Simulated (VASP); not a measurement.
Set up this calculation in VASP 6.6.1, as the native input.

```
Task                   : single point
Functional             : PBE
Potentials or basis    : VASP PAW PBE potentials, release 64 (Ir, C)
Cutoff                 : 520 eV
k mesh                 : 6 × 6 × 6
Occupations            : gaussian, width 0.1 eV
Spin                   : no spin polarisation
Dipole correction      : no
Further INCAR settings : ALGO = Normal; EDIFF = 1e-07; NBANDS = 23
```

The structure of Ir2C3 lies in POSCAR:

```
Ir2C3
1.0
   -2.3250075300      2.3250075300      2.5811360800
    2.3250075300     -2.3250075300      2.5811360800
    2.3250075300      2.3250075300     -2.5811360800
Ir C
2 3
Direct
    0.1879539200      0.1879539200      0.0000000000
    0.8120460800      0.8120460800      0.0000000000
    0.5000000000      0.0000000000      0.5000000000
    0.0000000000      0.5000000000      0.5000000000
    0.5000000000      0.5000000000      0.0000000000
```

These files were run (other wordings do the same):

INCAR

```
SYSTEM = Ir2C3
  PREC = Accurate
  ENCUT = 520
  EDIFF = 1E-7
  ISMEAR = 0
  SIGMA = 0.1
  LREAL = .False.
  LASPH = .True.
  NELM = 80
  ALGO = Normal
  ISIF = 2
  LWAVE = .False.
  LCHARG = .False.
  GGA = PE
  NBANDS = 23
```

KPOINTS

```
regular mesh
0
Gamma
  6 6 6
  0 0 0
```

Potentials or basis: VASP PAW PBE potentials, release 64 (Ir, C).

Launch:

```sh
$ cat potpaw_PBE.64/Ir/POTCAR potpaw_PBE.64/C/POTCAR > POTCAR
$ mpirun -np 1 vasp_std > vasp.out
```

Results of the run:

```
Pressure               : 71.9 GPa
Largest force          : 7.018 eV/Å
Band gap on the k mesh : zero (band 15 reaches 7.63 eV, above the bottom of band 16 at 6.94 eV)
```

Caveat: spin-orbit coupling is left out, which moves the levels of the heavy elements; forces of over 1 eV/Å act on the atoms, so gaps and moduli don't describe the material at rest.

Wall time 18 s on 1 thread of Intel(R) Xeon(R) Platinum 8559C (Emerald Rapids), on a shared host, peak memory 0.19 GiB.
